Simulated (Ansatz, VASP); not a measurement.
**One calculation of BN, two programs**

Contents of POSCAR:

```
BN
1.0
    2.5222584759      0.0000000000      0.0000000000
   -1.2611292380      2.1843399151      0.0000000000
    0.0000000000      0.0000000000      8.2907552106
B N
4 4
Direct
    0.0000000000      0.0000000000      0.0003894312
    0.3333333333      0.6666666667      0.2496892035
    0.0000000000      0.0000000000      0.5003894312
    0.6666666667      0.3333333333      0.7496892035
    0.0000000000      0.0000000000      0.1869898385
    0.3333333333      0.6666666667      0.4379315267
    0.0000000000      0.0000000000      0.6869898385
    0.6666666667      0.3333333333      0.9379315267
```

File INCAR.step1:

```
SYSTEM = BN
ALGO = Normal
EDIFF = 1E-5
ENCUT = 1460
GGA = PE
GGA_COMPAT = .FALSE.
ISMEAR = 0
LASPH = .TRUE.
LCHARG = .FALSE.
LREAL = .FALSE.
LWAVE = .TRUE.
NBANDS = 26
NELM = 120
PREC = Accurate
SIGMA = 0.01
```

File INCAR.step2:

```
SYSTEM = BN
ALGO = Normal
EDIFF = 1E-6
ENCUT = 1460
GGA_COMPAT = .FALSE.
ISIF = 2
ISMEAR = 0
ISTART = 1
LASPH = .TRUE.
LCHARG = .FALSE.
LMIXTAU = .TRUE.
LREAL = .FALSE.
LWAVE = .FALSE.
METAGGA = R2SCAN
NBANDS = 26
NELM = 120
PREC = Accurate
SIGMA = 0.01
```

The input KPOINTS:

```
k-points
0
G
  9 9 4
  0 0 0
```

Input for Ansatz:

```yaml
crystal:
  lattice:
    - [2.5222584759, 0.0, 0.0]
    - [-1.261129238, 2.1843399151, 0.0]
    - [0.0, 0.0, 8.2907552106]
  atoms:
    - { symbol: B, position: [0.0, 0.0, 0.0003894312] }
    - { symbol: B, position: [0.3333333333, 0.6666666667, 0.2496892035] }
    - { symbol: B, position: [0.0, 0.0, 0.5003894312] }
    - { symbol: B, position: [0.6666666667, 0.3333333333, 0.7496892035] }
    - { symbol: "N", position: [0.0, 0.0, 0.1869898385] }
    - { symbol: "N", position: [0.3333333333, 0.6666666667, 0.4379315267] }
    - { symbol: "N", position: [0.0, 0.0, 0.6869898385] }
    - { symbol: "N", position: [0.6666666667, 0.3333333333, 0.9379315267] }
kpoints:
  mp_grid: { grid: [9, 9, 4] }
hamiltonian:
  xc: r2scan
scf:
  occupations: { method: fixed }
  n_extra_bands: 6
output:
  forces: true
  stress: true
  eigenvalues: true
```

Alike in both runs: task single point; functional r2SCAN; k mesh 9 × 9 × 4; no spin polarisation.

|  | VASP | Ansatz |
| --- | --- | --- |
| version | VASP 6.6.1 | Ansatz 0.2.0 |
| potentials or method | VASP PAW PBE potentials, release 64 (B_h, N_h) | plane waves, PAW |
| plane-wave cutoff (eV) | 1460 | 500 |
| occupations | gaussian, width 0.01 eV | fixed |
| valence electrons in the cell | 32 | 32 |

Ansatz gave:

* gap on the k mesh at the Fermi level (eV): 6.28
* pressure (GPa): 12.6
* rms of the force components (eV/Å): 0.007

Problem. Which values does VASP return?

Solution. gap on the k mesh at the Fermi level (eV): 6.27; pressure (GPa): 12.1; rms of the force components (eV/Å): 0.007.

VASP's potentials were made for PBE, not for r2SCAN. Atom by atom the forces differ by 0.001 eV/Å (rms over components).
